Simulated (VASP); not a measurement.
# IrS (F-43m) in VASP: notebook

Aim: see how the results for IrS move with the level of theory and the settings. Levels: PBE, PBEsol. Tasks: single point.

All numbers are computed with VASP 6.6.1; they aren't measurements. Logs are shortened: lines on timing, memory, paths and dates and some standing lists are left out, and cuts for length are marked.

### Step 1. The cell of the first run

It takes space group F-43m (No. 216, cubic). Conventional cell: a = 5.273 Å, b = 5.273 Å, c = 5.273 Å, α = 90.00°, β = 90.00°, γ = 90.00°. Within 3.0 Å of Ir (site symmetry -43m) lie 4 S at 2.28 Å. S (site symmetry -43m) has 4 Ir at 2.28 Å within 3.0 Å.

### Step 2. Single point, PBE (18.33 Å³/atom)

INCAR

```
SYSTEM = IrS
  PREC = Accurate
  ENCUT = 520
  EDIFF = 1E-6
  ISMEAR = 0
  SIGMA = 0.05
  LREAL = .FALSE.
  LASPH = .TRUE.
  NELM = 80
  ALGO = Normal
  ISIF = 2
  LWAVE = .FALSE.
  LCHARG = .TRUE.
  GGA = PE
  LELF = .TRUE.
  LVHAR = .TRUE.
  NBANDS = 14
```

KPOINTS

```
regular mesh
0
G
  10 10 10
  0 0 0
```

POSCAR

```
IrS
1.0
    0.0000000000      2.6364931245      2.6364931245
    2.6364931245      0.0000000000      2.6364931245
    2.6364931245      2.6364931245      0.0000000000
Ir S
1 1
Direct
    0.0000000000      0.0000000000      0.0000000000
    0.2500000000      0.2500000000      0.2500000000
```

Potentials or basis: VASP PAW PBE potentials, release 64 (Ir, S).

Launch:

```
$ cat potpaw_PBE.64/Ir/POTCAR potpaw_PBE.64/S/POTCAR > POTCAR
$ mpirun -np 1 vasp_std > vasp.out
```

OUTCAR:

```text
SYSTEM = IrS
   PREC = Accurate
   ENCUT = 520
   EDIFF = 1E-6
   ISMEAR = 0
   LREAL = .FALSE.
   LASPH = .TRUE.
   NELM = 80
   ISIF = 2
   GGA = PE

 ion  position               nearest neighbor table
   1  0.000  0.000  0.000-   2 2.28   2 2.28   2 2.28   2 2.28
   2  0.250  0.250  0.250-   1 2.28   1 2.28   1 2.28   1 2.28

  LATTYP: Found a face centered cubic cell.
 ALAT       =     5.2729862490

  Lattice vectors:

 A1 = (   0.0000000000,   2.6364931245,   2.6364931245)
 A2 = (   2.6364931245,   0.0000000000,   2.6364931245)
 A3 = (   2.6364931245,   2.6364931245,   0.0000000000)

Analysis of symmetry for initial positions (statically):
=====================================================================
 Subroutine PRICEL returns:
 Original cell was already a primitive cell.

 Routine SETGRP: Setting up the symmetry group for a
 face centered cubic supercell.

 Subroutine GETGRP returns: Found 24 space group operations
 (whereof 24 operations were pure point group operations)
 out of a pool of 48 trial point group operations.

The static configuration has the point symmetry T_d .

Analysis of symmetry for dynamics (positions and initial velocities):
=====================================================================
 Subroutine PRICEL returns:
 Original cell was already a primitive cell.

 Routine SETGRP: Setting up the symmetry group for a
 face centered cubic supercell.

 Subroutine GETGRP returns: Found 24 space group operations
 (whereof 24 operations were pure point group operations)
 out of a pool of 48 trial point group operations.

The dynamic configuration has the point symmetry T_d .

 Subroutine INISYM returns: Found 24 space group operations
 (whereof 24 operations are pure point group operations),
 and found     1 'primitive' translations

----------------------------------------------------------------------------------------

                                     Primitive cell

  volume of cell :      36.6530

  direct lattice vectors                    reciprocal lattice vectors
     0.000000000  2.636493124  2.636493124    -0.189645858  0.189645858  0.189645858
     2.636493124  0.000000000  2.636493124     0.189645858 -0.189645858  0.189645858
     2.636493124  2.636493124  0.000000000     0.189645858  0.189645858 -0.189645858

  length of vectors
     3.728564334  3.728564334  3.728564334     0.328476261  0.328476261  0.328476261

  position of ions in fractional coordinates (direct lattice)
     0.000000000  0.000000000  0.000000000
     0.250000000  0.250000000  0.250000000

  ion indices of the primitive-cell ions
   primitive index   ion index
                 1           1
[... 87 lines left out ...]
   EFERMI =   0.00;   METHOD = LEGACY
   ISMEAR =     0;   SIGMA  =   0.05  broadening in eV -4-tet -1-fermi 0-gaus
   EFERMI_NEDOS =   21; number of points for ismear=-14 and -15
   IALGO  =     38    algorithm
   IMIX   =      4    mixing-type and parameters
     AMIX     =   0.40;   BMIX     =  1.00
     AMIX_MAG =   1.60;   BMIX_MAG =  1.00
  volume/ion in A,a.u.               =      18.33       123.67
  Fermi-wavevector in a.u.,A,eV,Ry     =   1.215445  2.296858 20.099973  1.477306
  Thomas-Fermi vector in A             =   2.350832
   LORBIT       =      0    0 simple, 1 ext, 2 COOP (PROOUT), +10 PAW based schemes
   GGA     = PE    functional components
   LHFCALC =     F    Hartree Fock is set to
   AEXX    =    0.0000 exact exchange contribution
   IVDW    =     0    specifies the selected vdW correction
   LEPSILON=     F    determine dielectric tensor
   LRPA    =     F    only Hartree local field effects (RPA)
 non-spin polarized calculation
 Gauss-broadening in eV      SIGMA  =   0.05
  energy-cutoff  :      520.00
  volume of cell :       36.65
 maximum number of plane-waves:       999
   NGX = 13   NGY = 13   NGZ = 13

 number of electron      15.0000002 magnetization

 Free energy of the ion-electron system (eV)
  ---------------------------------------------------
  ext. energy  EPLUGINS =         0.00000000
  ---------------------------------------------------
  free energy    TOTEN  =       -12.75740750 eV

  energy without entropy =      -12.75554847  energy(sigma->0) =      -12.75647798

 E-fermi :   6.9901     XC(G=0): -11.0194

 val. band max:        6.9857314453   @ k =  -0.4000   0.4000   0.1000
 cond. band min:       7.0598745812   @ k =   0.4000   0.3000   0.1000
 fundamental gap:      0.0741431359
 Fermi energy:         6.9900749952

 k-point     1 :       0.0000    0.0000    0.0000
  band No.  band energies     occupation
      1      -9.0989      2.00000
      2       0.0882      2.00000
      3       0.0882      2.00000
      4       0.0882      2.00000
      5       4.0709      2.00000
      6       4.0709      2.00000
      7       7.8637      0.00000
      8       9.9542      0.00000
      9       9.9542      0.00000
     10       9.9542      0.00000
     11      13.9421      0.00000
     12      13.9422      0.00000
     13      13.9422      0.00000
     14      20.0874      0.00000
[... 377 lines left out ...]
      1      -8.0828      2.00000
      2      -0.8620      2.00000
      3       0.9853      2.00000
      4       1.0377      2.00000
      5       3.3615      2.00000
      6       4.7062      2.00000
      7       5.6813      2.00000
      8       6.7340      2.00000
      9       7.1309      0.00007
     10      11.8976      0.00000
     11      12.9600      0.00000
     12      16.0741      0.00000
     13      16.8401      0.00000
     14      18.1384      0.00000

 [... further k-points ...]

------------------------ aborting loop because EDIFF is reached ----------------------------------------

  FORCE on cell =-STRESS in cart. coord.  units (eV):
  Direction    XX          YY          ZZ          XY          YZ          ZX
  --------------------------------------------------------------------------------------
  -------------------------------------------------------------------------------------
  Total        0.1148650      0.1148650      0.1148650      0.0000000      0.0000000      0.0000000
  in kB        5.0209783      5.0209783      5.0209783      0.0000000      0.0000000      0.0000000
  external PRESSURE =       5.0209783 kB  Pullay stress =       0.0000000 kB

 VOLUME and BASIS-vectors are now :
 -----------------------------------------------------------------------------
  energy-cutoff  :      520.00
  volume of cell :       36.65
      direct lattice vectors                 reciprocal lattice vectors
     0.000000000  2.636493124  2.636493124    -0.189645858  0.189645858  0.189645858
     2.636493124  0.000000000  2.636493124     0.189645858 -0.189645858  0.189645858
     2.636493124  2.636493124  0.000000000     0.189645858  0.189645858 -0.189645858

 POSITION                                       TOTAL-FORCE (eV/Angst)
 -----------------------------------------------------------------------------------
      0.00000      0.00000      0.00000        -0.000000     -0.000000     -0.000000
      1.31825      1.31825      1.31825         0.000000      0.000000      0.000000
 -----------------------------------------------------------------------------------
    total drift:                               -0.000000     -0.000000     -0.000000

  FREE ENERGIE OF THE ION-ELECTRON SYSTEM (eV)
  ---------------------------------------------------
  free  energy   TOTEN  =       -12.7574075014 eV

  energy  without entropy=      -12.7555484677  energy(sigma->0) =      -12.75647798
```

OSZICAR:

```text
N       E                     dE             d eps       ncg     rms          rms(c)
DAV:   1     0.101611281255E+03    0.10161E+03   -0.64228E+03  1316   0.938E+02
DAV:   2    -0.762308227723E+01   -0.10923E+03   -0.95564E+02  1364   0.238E+02
DAV:   3    -0.130495905169E+02   -0.54265E+01   -0.53310E+01  1736   0.594E+01
DAV:   4    -0.131407298875E+02   -0.91139E-01   -0.90986E-01  1566   0.839E+00
DAV:   5    -0.131430211871E+02   -0.22913E-02   -0.22908E-02  1816   0.127E+00    0.175E+01
DAV:   6    -0.128072951786E+02    0.33573E+00   -0.11873E+00  1772   0.132E+01    0.907E+00
DAV:   7    -0.127699213916E+02    0.37374E-01   -0.11499E-01  1762   0.405E+00    0.466E+00
DAV:   8    -0.127573011700E+02    0.12620E-01   -0.18548E-02  1724   0.142E+00    0.448E-01
DAV:   9    -0.127573200978E+02   -0.18928E-04   -0.12931E-03  1946   0.269E-01    0.274E-01
DAV:  10    -0.127574137628E+02   -0.93665E-04   -0.17619E-04  1562   0.102E-01    0.607E-02
DAV:  11    -0.127574064654E+02    0.72974E-05   -0.15836E-05  1790   0.457E-02    0.110E-02
DAV:  12    -0.127574076911E+02   -0.12257E-05   -0.23282E-06  1562   0.114E-02    0.661E-03
DAV:  13    -0.127574075014E+02    0.18968E-06   -0.44908E-07  1270   0.467E-03
   1 F= -.12757408E+02 E0= -.12756478E+02  d E =-.185903E-02
```

stdout:

```text
POSCAR found type information on POSCAR IrS
 POSCAR found :  2 types and       2 ions
 scaLAPACK will be used
 LDA part: xc-table for (Slater+PW92), standard interpolation
 POSCAR, INCAR and KPOINTS ok, starting setup
 FFT: planning ... GRIDC
 FFT: planning ... GRID_SOFT
 FFT: planning ... GRID
 WAVECAR not read
 entering main loop
```

Run time: 34 s. Hardware: 1 thread of Intel Xeon 8259CL, shared host; peak memory 0.17 GiB.

What came out:

```
Free energy            : -12.7574 eV
Pressure               : 0.5 GPa
Band gap on the k mesh : zero (an odd number of electrons rules out a gap without spin polarisation)
```

Caveat: spin-orbit coupling is left out, which moves the levels of the heavy elements.

### Step 3. Single point, PBE

INCAR

```
  PREC = Accurate
  ENCUT = 520
  EDIFF = 1E-6
  ISMEAR = 0
  SIGMA = 0.05
  LREAL = F
  LASPH = T
  NELM = 80
  ALGO = Normal
  ISIF = 2
  LWAVE = F
  LCHARG = F
  GGA = PE
  NBANDS = 14
```

KPOINTS

```
Automatic mesh
0
Gamma
  10 10 10
```

POSCAR is that of step 2.

Potentials or basis: VASP PAW PBE potentials, release 64 (Ir, S).

Launch:

```
$ cat potpaw_PBE.64/Ir/POTCAR potpaw_PBE.64/S/POTCAR > POTCAR
$ mpirun -np 1 vasp_std > vasp.out
```

Wall time 30 s (1 thread of Intel Xeon 8259CL, shared host); peak memory 0.17 GiB.

The run converged. Its results:

| Item | Value |
| --- | --- |
| Free energy | -12.7574 eV |
| Pressure | 0.5 GPa |
| Band gap on the k mesh | zero (an odd number of electrons rules out a gap without spin polarisation) |

Levels at points of the mesh, in eV from the Fermi level:
| k point | band 4 | band 5 | band 6 | band 7 | band 8 | band 9 | band 10 | band 11 |
| --- | --- | --- | --- | --- | --- | --- | --- | --- |
| (0.00, 0.00, 0.00) | -6.90 | -2.92 | -2.92 | 0.87 | 2.96 | 2.96 | 2.96 | 6.95 |
| (0.50, 0.00, 0.00) | -6.45 | -2.57 | -2.57 | -2.33 | 0.80 | 0.80 | 3.19 | 8.34 |
| (0.50, 0.50, 0.00) | -5.50 | -3.34 | -2.40 | -2.06 | -1.21 | -1.21 | 5.68 | 6.32 |

Caveat: spin-orbit coupling is left out, which moves the levels of the heavy elements.

### Step 4. Single point, PBE (17.96 Å³/atom)

This run uses another cell than the first one, of 17.96 Å³/atom.

INCAR

```
SYSTEM = IrS
  PREC = Accurate
  ENCUT = 520
  EDIFF = 1E-7
  ISMEAR = 0
  SIGMA = 0.05
  LREAL = .False.
  LASPH = .True.
  NELM = 60
  ALGO = Normal
  ISIF = 2
  LWAVE = .False.
  LCHARG = .False.
  GGA = PE
  NBANDS = 14
```

KPOINTS

```
regular mesh
0
Gamma
  10 10 10
  0 0 0
```

POSCAR

```
IrS
1.0
    0.0000000000      2.6187980066      2.6187980066
    2.6187980066      0.0000000000      2.6187980066
    2.6187980066      2.6187980066      0.0000000000
Ir S
1 1
Direct
    0.0000000000      0.0000000000      0.0000000000
    0.2500000000      0.2500000000      0.2500000000
```

Launch:

```
$ cat potpaw_PBE.64/Ir/POTCAR potpaw_PBE.64/S/POTCAR > POTCAR
$ mpirun -np 1 vasp_std > vasp.out
```

Run time: 36 s. Hardware: 1 thread of Intel Xeon 8259CL, shared host; peak memory 0.17 GiB.

The run converged. Its results:

- Free energy: -12.7474 eV
- Pressure: 3.8 GPa
- Band gap on the k mesh: zero (an odd number of electrons rules out a gap without spin polarisation)

Levels at points of the mesh, in eV from the Fermi level:
| k point | band 3 | band 4 | band 5 | band 6 | band 7 | band 8 | band 9 | band 10 | band 11 | band 12 |
| --- | --- | --- | --- | --- | --- | --- | --- | --- | --- | --- |
| (0.00, 0.00, 0.00) | -7.06 | -7.06 | -3.02 | -3.02 | 0.91 | 3.04 | 3.04 | 3.04 | 6.98 | 6.98 |
| (0.50, 0.00, 0.00) | -6.59 | -6.59 | -2.65 | -2.65 | -2.40 | 0.80 | 0.80 | 3.21 | 8.44 | 8.54 |
| (0.50, 0.50, 0.00) | -5.60 | -5.60 | -3.47 | -2.47 | -2.12 | -1.26 | -1.26 | 5.79 | 6.40 | 10.15 |

Caveat: the cell stands under pressure; spin-orbit coupling is left out, which moves the levels of the heavy elements.

### Step 5. Single point, PBEsol

INCAR

```
ALGO = Normal ; EDIFF = 1E-7
ENCUT = 520 ; GGA = PS
ISIF = 2 ; ISMEAR = 0
LASPH = True ; LCHARG = False
LREAL = False ; LWAVE = False
NBANDS = 14 ; NELM = 60
PREC = Accurate ; SIGMA = 0.05
```

KPOINTS

```
k-points
0
Gamma
  10 10 10
```

POSCAR

```
IrS
1.0
    0.0000000000      2.6364931245      2.6364931245
    2.6364931245      0.0000000000      2.6364931245
    2.6364931245      2.6364931245      0.0000000000
Ir S
1 1
Direct
    0.0000000000      0.0000000000      0.0000000000
    0.2500000000      0.2500000000      0.2500000000
```

Launch:

```
$ cat potpaw_PBE.64/Ir/POTCAR potpaw_PBE.64/S/POTCAR > POTCAR
$ mpirun -np 1 vasp_std > vasp.out
```

Run time: 44 s. Hardware: 1 thread of Intel Xeon 8259CL, shared host; peak memory 0.17 GiB.

It converged, with:

```
Free energy            : -14.0023 eV
Pressure               : -4.8 GPa
Band gap on the k mesh : zero (an odd number of electrons rules out a gap without spin polarisation)
```

Levels at points of the mesh, in eV from the Fermi level:
| k point | band 3 | band 4 | band 5 | band 6 | band 7 | band 8 | band 9 | band 10 | band 11 | band 12 |
| --- | --- | --- | --- | --- | --- | --- | --- | --- | --- | --- |
| (0.00, 0.00, 0.00) | -6.90 | -6.90 | -2.91 | -2.91 | 0.79 | 2.98 | 2.98 | 2.98 | 6.92 | 6.92 |
| (0.50, 0.00, 0.00) | -6.44 | -6.44 | -2.56 | -2.56 | -2.35 | 0.80 | 0.80 | 3.11 | 8.26 | 8.46 |
| (0.50, 0.50, 0.00) | -5.49 | -5.49 | -3.38 | -2.41 | -2.05 | -1.22 | -1.22 | 5.63 | 6.27 | 9.91 |

Caveat: the cell stands under tension; the PAW data sets were made with another functional, which shifts forces and pressure a little; spin-orbit coupling is left out, which moves the levels of the heavy elements.

### Step 6. Overview

```csv
level,cell,gap on the mesh (eV),pressure (GPa)
PBE,"a = 3.729 Å, angles 60.0°, 2 atoms",none,0.5
PBE,"a = 3.704 Å, angles 60.0°, 2 atoms",none,3.8
PBEsol,"a = 3.729 Å, angles 60.0°, 2 atoms",none,-4.8
```

Alike in all rows: task single point; potentials or basis VASP PAW PBE potentials, release 64 (Ir, S); no spin polarisation; k mesh 10 × 10 × 10; cutoff (eV) 520; smearing gaussian 0.05 eV.

Caveats: spin-orbit coupling is left out, which moves the levels of the heavy elements; the cell stands under pressure (at least some runs); the cell stands under tension (at least some runs); the PAW data sets were made with another functional, which shifts forces and pressure a little (at least some runs).

Absolute energies hang on the potentials; compare differences alone.
